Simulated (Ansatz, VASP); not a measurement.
**Bi: VASP beside Ansatz**

```xyz
4
Lattice="3.4906 0.0000 0.0000 0.0000 3.4906 0.0000 0.0000 0.0000 23.4046" Properties=species:S:1:pos:R:3 pbc="T T T"
Bi    0.8726    0.8726    8.1970
Bi    2.6179    2.6179   10.4365
Bi    0.8726    0.8726   12.9681
Bi    2.6179    2.6179   15.2076
```

Alike in both runs: functional PBEsol; k mesh 11 × 11 × 1; occupations fermi-dirac, width 0.05 eV; no spin polarisation.

Ansatz relaxed the structure, and its values are those at the end. VASP's run is a single point on that final structure, the one shown.

|  | VASP | Ansatz |
| --- | --- | --- |
| version | VASP 6.6.1 | Ansatz 0.2.0 |
| potentials or method | VASP PAW PBE potentials, release 64 (Bi_d), cutoff 520 eV | all-electron LAPW, scalar-relativistic |

|  | VASP | Ansatz | Ansatz less VASP |
| --- | --- | --- | --- |
| rms of the force components (eV/Å) | 0.005 | 0.004 | -0.0005 |

VASP's potentials were made for PBE, not for PBEsol. Ansatz ran all-electron here, and VASP with PAW potentials.

Spin-orbit coupling is off throughout.
